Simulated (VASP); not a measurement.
Here is a VASP 6.6.1 calculation.

Contents of INCAR:

```
SYSTEM = HgTe
ALGO = Normal
EDIFF = 1E-7
EDIFFG = -0.005
ENCUT = 600
GGA = RP
IBRION = 2
ISIF = 3
ISMEAR = -1
LASPH = .TRUE.
LCHARG = .FALSE.
LREAL = .FALSE.
LWAVE = .FALSE.
NELM = 80
NSW = 80
PREC = Accurate
SIGMA = 0.05
```

File KPOINTS:

```
k-points
0
G
  7 7 7
  0 0 0
```

The input POSCAR:

```
HgTe
1.0
    0.0000000000      3.2145000000      3.2145000000
    3.2145000000      0.0000000000      3.2145000000
    3.2145000000      3.2145000000      0.0000000000
Hg Te
1 1
Direct
    0.0000000000      0.0000000000      0.0000000000
    0.7500000000      0.7500000000      0.7500000000
```

Potentials or basis: VASP PAW PBE potentials, release 64 (Hg, Te).

Run with:

```console
$ cat potpaw_PBE.64/Hg/POTCAR potpaw_PBE.64/Te/POTCAR > POTCAR
$ mpirun -np 1 vasp_std > vasp.out
```

**Question.** Estimate the space group after relaxing (to 0.05 Å).

**Answer.** F-43m (No. 216).

**Question.** What does it give for the relaxed cell?

**Answer.** a = 4.780 Å, b = 4.780 Å, c = 4.780 Å, α = 60.00°, β = 60.00°, γ = 60.00°.

**Question.** Predict the relaxed volume.

**Answer.** 38.62 Å³/atom.

**Question.** Predict the band gap on the k mesh.

**Answer.** Zero (filled and empty bands touch).

The path:
```
step  energy change (eV)  largest force (eV/Å)  pressure (GPa)  volume (Å³)
   1              0.0000                0.0000            6.39        66.43
   2             -0.1759                0.0000           -0.91        79.99
   3             -0.1841                0.0000            0.04        77.11
   4             -0.1841                0.0000           -0.04        77.34
   5             -0.1841                0.0000            0.00        77.24
```

Caveat: the volume moved by over 15 % at a fixed basis, so the end points are rough; the PAW data sets were made with another functional, which shifts forces and pressure a little; spin-orbit coupling is left out, which moves the levels of the heavy elements; the volume moved by +16 % from the deposited cell, more than functionals usually miss. RPBE and its kin give volumes clearly too large for solids.
